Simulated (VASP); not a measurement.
Input of a VASP 6.6.1 run:

The input INCAR:

```
  PREC = Accurate
  ENCUT = 600
  EDIFF = 1E-7
  ISMEAR = 0
  SIGMA = 0.1
  LREAL = F
  LASPH = T
  NELM = 100
  ALGO = Normal
  ISIF = 3
  LWAVE = F
  LCHARG = F
  GGA = PE
  IBRION = 2
  NSW = 100
  EDIFFG = -0.01
```

File KPOINTS:

```
regular mesh
0
Gamma
  6 6 6
```

The input POSCAR:

```
Ga4BAs3
1.0
    5.5206545959      0.0000000000      0.0000000000
    0.0000000000      5.5206545959      0.0000000000
    0.0000000000      0.0000000000      5.5206545959
Ga B As
4 1 3
Direct
    0.2203678298      0.2203678298      0.2203678298
    0.7796321702      0.7796321702      0.2203678298
    0.7796321702      0.2203678298      0.7796321702
    0.2203678298      0.7796321702      0.7796321702
    0.0000000000      0.0000000000      0.0000000000
    0.5000000000      0.0000000000      0.5000000000
    0.0000000000      0.5000000000      0.5000000000
    0.5000000000      0.5000000000      0.0000000000
```

Potentials or basis: VASP PAW PBE potentials, release 64 (Ga_d, B, As).

Command:

```bash
$ cat potpaw_PBE.64/Ga_d/POTCAR potpaw_PBE.64/B/POTCAR potpaw_PBE.64/As/POTCAR > POTCAR
$ mpirun -np 1 vasp_std > vasp.out
```

Q: Predict the relaxed cell.

A: a = 5.532 Å, b = 5.532 Å, c = 5.532 Å, α = 90.00°, β = 90.00°, γ = 90.00°.

Q: Predict the space group after relaxing (to 0.05 Å).

A: P-43m (No. 215).

Q: Estimate the band gap on the k mesh.

A: Zero (band 35 reaches 4.24 eV, above the bottom of band 36 at 2.62 eV).

Q: What does it give for the relaxed volume?

A: 21.17 Å³/atom.

Step by step:
```
step  energy change (eV)  largest force (eV/Å)  pressure (GPa)  volume (Å³)
   1              0.0000                0.0746            0.38       168.26
   2             -0.0020                0.0476           -0.08       169.48
   3             -0.0020                0.0466           -0.10       169.50
   4             -0.0024                0.0229           -0.03       169.40
   5             -0.0026                0.0055           -0.01       169.33
```
